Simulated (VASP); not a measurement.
# Al2O3: electric field gradients with PBE

Crystal: Al2O3.

```xyz
20
Lattice="4.7931 0.0000 0.0000 -2.3965 4.1509 0.0000 0.0000 0.0000 8.9666" Properties=species:S:1:pos:R:3 pbc="T T T"
Al    0.0000    2.7673    8.6332
Al    0.0000    2.7673    2.2417
Al    0.0000    0.0000    0.0000
Al    0.0000    0.0000    4.4833
Al    0.0000    2.7673    4.8167
Al    2.3965    1.3836    0.3334
Al    2.3965    1.3836    6.7250
Al    2.3965    1.3836    4.1499
O    -1.4691    2.8087    1.0039
O     3.0952    2.6766    5.4872
O    -0.6987    1.4743    3.4794
O     3.8656    1.3422    7.9627
O     0.6987    1.4743    1.0039
O     0.9275    1.3422    5.4872
O    -0.7704    4.0188    3.4794
O     1.6261    0.1321    7.9627
O     1.4691    2.8087    3.4794
O     1.6979    2.6766    7.9627
O     0.7704    4.0188    1.0039
O     3.1669    0.1321    5.4872
```

```json
{
  "Program": "VASP 6.6.1",
  "Task": "electric field gradients",
  "Functional": "PBE",
  "Potentials or basis": "VASP PAW PBE potentials, release 64 (Al, O)",
  "Cutoff": "520 eV",
  "k mesh": "6 × 6 × 3, shifted",
  "Occupations": "fermi-dirac, width 0.02 eV",
  "Spin": "no spin polarisation",
  "Dipole correction": "no",
  "Further INCAR settings": "LREAL = Auto; ALGO = Normal; EDIFF = 1e-08; NBANDS = 64; ISYM = -1"
}
```

The pressure is 7.9 GPa and the largest force is 0.257 eV/Å. The band gap on the k mesh is 6.20 eV. The largest electric field gradient by atom is Al +19.0, -14.1, +8.9 (each value once); O -31.2 V/Å².

Forces on the atoms (eV/Å):
```
Al   0.000  0.000 -0.069
Al   0.000  0.000  0.000
Al   0.000  0.000  0.000
Al   0.000  0.000  0.000
Al   0.000  0.000  0.069
Al   0.000  0.000  0.069
Al   0.000  0.000  0.000
Al   0.000  0.000 -0.069
O   -0.064  0.064  0.241
O   -0.023  0.088  0.241
O    0.023 -0.088 -0.241
O    0.064 -0.064 -0.241
O   -0.023 -0.087  0.241
O   -0.064 -0.064  0.241
O   -0.087  0.024 -0.241
O   -0.087 -0.024 -0.241
O    0.064  0.064 -0.241
O    0.023  0.087 -0.241
O    0.087  0.024  0.241
O    0.087 -0.024  0.241
```

Stress tensor (GPa, compression positive):
```
8.05 0.00 0.00
0.00 8.05 0.00
0.00 0.00 7.69
```

Levels at points of the mesh, in eV from the valence-band top:
| k point | band 46 | band 47 | band 48 | band 49 | band 50 | band 51 |
| --- | --- | --- | --- | --- | --- | --- |
| (0.08, 0.08, 0.17) | -0.10 | -0.08 | -0.05 | 6.47 | 8.08 | 8.89 |

Electric field gradients, principal values (V/Å²):
| atom | least | middle | greatest (by size) |
| --- | --- | --- | --- |
| 1 Al | -9.505 | -9.505 | 19.009 |
| 2 Al | 7.029 | 7.029 | -14.059 |
| 3 Al | -4.475 | -4.475 | 8.950 |
| 4 Al | -4.475 | -4.475 | 8.950 |
| 5 Al | -9.505 | -9.505 | 19.009 |
| 6 Al | -9.505 | -9.505 | 19.009 |
| 7 Al | 7.029 | 7.029 | -14.059 |
| 8 Al | -9.505 | -9.505 | 19.009 |
| 9 O | 4.418 | 26.774 | -31.192 |
| 10 O | 4.418 | 26.774 | -31.192 |
| 11 O | 4.418 | 26.774 | -31.192 |
| 12 O | 4.418 | 26.774 | -31.192 |
| 13 O | 4.418 | 26.774 | -31.192 |
| 14 O | 4.418 | 26.774 | -31.192 |
| 15 O | 4.418 | 26.774 | -31.192 |
| 16 O | 4.418 | 26.774 | -31.192 |
| 17 O | 4.418 | 26.774 | -31.192 |
| 18 O | 4.418 | 26.774 | -31.192 |
| 19 O | 4.418 | 26.774 | -31.192 |
| 20 O | 4.418 | 26.774 | -31.192 |

It took 3.4 min on 4 MPI ranks on Intel(R) Xeon(R) Platinum 8488C (Sapphire Rapids) (shared host), peak memory 0.22 GiB a rank.

Caveat: the cell stands under pressure; without QUAD_EFG the Cq values of the log hold for a quadrupole moment of 1 mb, not for the nuclei; a shifted mesh leaves out Γ, where band edges can lie. A k mesh can miss the band edges.
